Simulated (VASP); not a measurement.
Set up this calculation in VASP 6.6.1, as the native input.

```yaml
Task: single point
Functional: LDA
Potentials_or_basis: VASP PAW LDA potentials, release 64 (La, Bi_d)
Cutoff: 520 eV
k_mesh: 9 × 9 × 5
Occupations: fermi-dirac, width 0.05 eV
Spin: no spin polarisation
Dipole_correction: no
Further_INCAR_settings: ALGO = Normal; EDIFF = 1e-06; NBANDS = 34
```

The structure of LaBi (NiAs type) lies in POSCAR:

```
LaBi
1.0
    3.0027315309      0.0000000000      0.0000000000
   -1.5013657654      2.6004417865      0.0000000000
    0.0000000000      0.0000000000      9.9247421936
La Bi
2 2
Direct
    0.0000000000      0.0000000000      0.0000000000
    0.0000000000      0.0000000000      0.5000000000
    0.3333333333      0.6666666667      0.2500000000
    0.6666666667      0.3333333333      0.7500000000
```

The input as run:

INCAR

```
SYSTEM = LaBi
ALGO = Normal
EDIFF = 1E-6
ENCUT = 520
GGA = CA
ISIF = 2
ISMEAR = -1
LASPH = .TRUE.
LCHARG = .FALSE.
LREAL = .FALSE.
LWAVE = .FALSE.
NBANDS = 34
NELM = 100
PREC = Accurate
SIGMA = 0.05
```

KPOINTS

```
k-points
0
G
  9 9 5
  0 0 0
```

Potentials or basis: VASP PAW LDA potentials, release 64 (La, Bi_d).

The run is started by

```sh
$ cat potpaw_LDA.64/La/POTCAR potpaw_LDA.64/Bi_d/POTCAR > POTCAR
$ mpirun -np 1 vasp_std > vasp.out
```

Results of the run:

```
Pressure               : 61.3 GPa
Band gap on the k mesh : zero (band 26 reaches 16.86 eV, above the bottom of band 27 at 14.83 eV)
```

Caveat: spin-orbit coupling is left out, which moves the levels of the heavy elements.

It took 2.6 min on 1 thread of Intel(R) Xeon(R) Platinum 8259CL CPU @ 2.50GHz (Skylake/Cascade Lake), on a shared host, peak memory 0.23 GiB.
